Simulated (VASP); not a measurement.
A run of VASP 6.6.1 is set up as follows.

Contents of INCAR:

```
ALGO     = Normal         # electronic algorithm
EDIFF    = 1E-6           # SCF threshold, eV
ENCUT    = 520            # plane-wave cutoff, eV
GGA      = PE             # functional
ISIF     = 2              # what is computed and relaxed
ISMEAR   = 0              # smearing method
LASPH    = T              # aspherical terms in the spheres
LCHARG   = T              # write CHGCAR
LELF     = T              # ELF
LREAL    = F              # projectors in reciprocal space
LVHAR    = T            
LWAVE    = F              # write WAVECAR
NBANDS   = 32             # bands
NELM     = 60             # most SCF steps
PREC     = Accurate       # precision mode
SIGMA    = 0.15           # smearing width, eV
```

The input KPOINTS:

```
k-points
0
Gamma
  18 18 18
```

Contents of POSCAR:

```
VN2
1.0
   -2.2140383804      2.2140383804      2.3499157374
    2.2140383804     -2.2140383804      2.3499157374
    2.2140383804      2.2140383804     -2.3499157374
V N
2 4
Direct
    0.2500000000      0.2500000000      0.0000000000
    0.7500000000      0.7500000000      0.0000000000
    0.1135731475      0.6135731475      0.7271462950
    0.6135731475      0.8864268525      0.5000000000
    0.8864268525      0.3864268525      0.2728537050
    0.3864268525      0.1135731475      0.5000000000
```

Potentials or basis: VASP PAW PBE potentials, release 64 (V_sv, N).

Run with:

```sh
$ cat potpaw_PBE.64/V_sv/POTCAR potpaw_PBE.64/N/POTCAR > POTCAR
$ mpirun -np 1 vasp_std > vasp.out
```

Problem. Predict the band gap on the k mesh.

Solution. Zero (band 23 reaches 11.38 eV, above the bottom of band 24 at 11.06 eV).

Problem. What does it give for the largest force?

Solution. 0.246 eV/Å.

Stress tensor (GPa, compression positive):
```
-19.01   0.00   0.00
  0.00 -19.01   0.00
  0.00   0.00  34.86
```

Caveat: the run has no spin polarisation, though such a crystal can be magnetic.
